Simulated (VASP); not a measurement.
As:

```
CELL_PARAMETERS angstrom
1.83709 -5.53642 0.00000
1.83709 5.53642 0.00000
0.00000 0.00000 4.49960
ATOMIC_POSITIONS crystal
As 0.39000 0.61000 0.56000
As 0.89000 0.11000 0.94000
As 0.61000 0.39000 0.44000
As 0.11000 0.89000 0.06000
```

Base run:

| Quantity | Value |
| --- | --- |
| Program | VASP 6.6.1 |
| Functional | PBE |
| Potentials or basis | VASP PAW PBE potentials, release 64 (As) |
| Cutoff | 520 eV |
| k mesh | 8 × 8 × 6 |
| Occupations | fermi-dirac, width 0.05 eV |
| Spin | no spin polarisation |

Its results: band gap on the k mesh 0.10 eV, indirect (least direct gap 0.17 eV); pressure 1.9 GPa; largest force 0.112 eV/Å.

Task: The run is repeated on the same cell with these changes: functional from PBE to PBEsol. What comes out?

Result: Band gap on the k mesh 0.04 eV, indirect (least direct gap 0.12 eV); pressure -1.2 GPa; largest force 0.149 eV/Å.

PBEsol binds more tightly than PBE, so the same cell stands under less pressure.

Caveats: the PAW data sets were made with another functional, which shifts forces and pressure a little (some runs).

A k mesh can miss the band edges.
